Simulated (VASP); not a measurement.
Input of a VASP 6.6.1 run:

Contents of INCAR:

```
SYSTEM = H22CO12
ALGO     = Normal         ! electronic algorithm
EDIFF    = 1E-6           ! SCF threshold, eV
ENCUT    = 1000           ! plane-wave cutoff, eV
GGA      = PS             ! functional
GGA_COMPAT= .False.      
ISIF     = 2              ! what is computed and relaxed
ISMEAR   = -1             ! smearing method
LASPH    = .True.         ! aspherical terms in the spheres
LCHARG   = .False.        ! write CHGCAR
LREAL    = Auto         
LWAVE    = .False.        ! write WAVECAR
NBANDS   = 72             ! bands
NELM     = 120            ! most SCF steps
PREC     = Accurate       ! precision mode
SIGMA    = 0.02           ! smearing width, eV
```

The input KPOINTS:

```
k-points
0
Gamma
  1 1 1
  0 0 0
```

Contents of POSCAR:

```
H22CO12
1.0
    7.7854430000      0.0000000000      0.0000000000
    0.0000000000      7.7854430000      0.0000000000
    0.0000000000      0.0000000000      7.7854430000
O H C
12 22 1
Direct
    0.3754247907      0.1938177172      0.5730046451
    0.5910752245      0.2803697495      0.3101721811
    0.8053421620      0.8530730717      0.7170731451
    0.1520708974      0.3898147341      0.9920223459
    0.5452262297      0.5955812803      0.6143936827
   -0.0611919987      0.3726485731      0.4504799423
    0.9569452056      0.1128051557      0.2459256257
    0.8044956682      0.3223005143      1.0305567202
    0.3337139177      1.1033843841      0.1163330541
    0.6754257100      0.1739234329      0.7551406974
    0.0264067518      0.6945597350      0.4443514594
    0.2809001210      0.6227012789      0.3253320747
    0.3189615210      0.2931387754      0.6240022932
    0.4289995135      0.2390200594      0.4667096814
    0.6915024677      0.2606284206      0.3840340053
    0.6449632237      0.3306774982      0.2059690764
    0.8861493282      0.8298166991      0.6228587030
    0.7116948822      0.7700669644      0.6971295642
    0.1946263380      0.4812915961      1.0664442529
    0.2183189752      0.2873487030      1.0303518703
    0.6047398554      0.4853120308      0.6119991145
    0.4914650670      0.6031685107      0.5006947176
   -0.0283413813      0.3328293495      0.5647334293
   -0.0309759384      0.2729211621      0.3694164556
    0.8933486757      0.1726526518      0.1490650624
    1.0666104048      0.0727660123      0.1986232924
    0.9204716732      0.3694693297      1.0039802726
    0.7533408363      0.2740771820      0.9217401763
    0.4305116979      1.1452835088      0.1878826730
    0.3907551790      1.0326108594      0.0300933957
    0.5601293894      0.1722273093      0.6992362593
    0.7251379044      0.0562753159      0.7382708169
   -0.0013947345      0.5652175672      0.4294402406
    0.2243881363      0.8611021339      0.4224268762
    0.1852132054      0.7264502337      0.3940141970
```

Potentials or basis: VASP PAW PBE potentials, release 64 (O_h, H_h, C_h).

The run is started by

```console
$ cat potpaw_PBE.64/O_h/POTCAR potpaw_PBE.64/H_h/POTCAR potpaw_PBE.64/C_h/POTCAR > POTCAR
$ mpirun -np 1 vasp_gam > vasp.out
```

Q: Predict the largest force.

A: 0.211 eV/Å.

Q: What does it give for the band gap on the k mesh?

A: 4.89 eV.

Q: Predict the pressure.

A: -0.8 GPa.

Stress tensor (GPa, compression positive):
```
-1.06 -0.15 -0.17
-0.15 -0.76 -0.27
-0.17 -0.27 -0.63
```

Caveat: the k points lie up to 0.81 Å⁻¹ apart; the PAW data sets were made with another functional, which shifts forces and pressure a little.
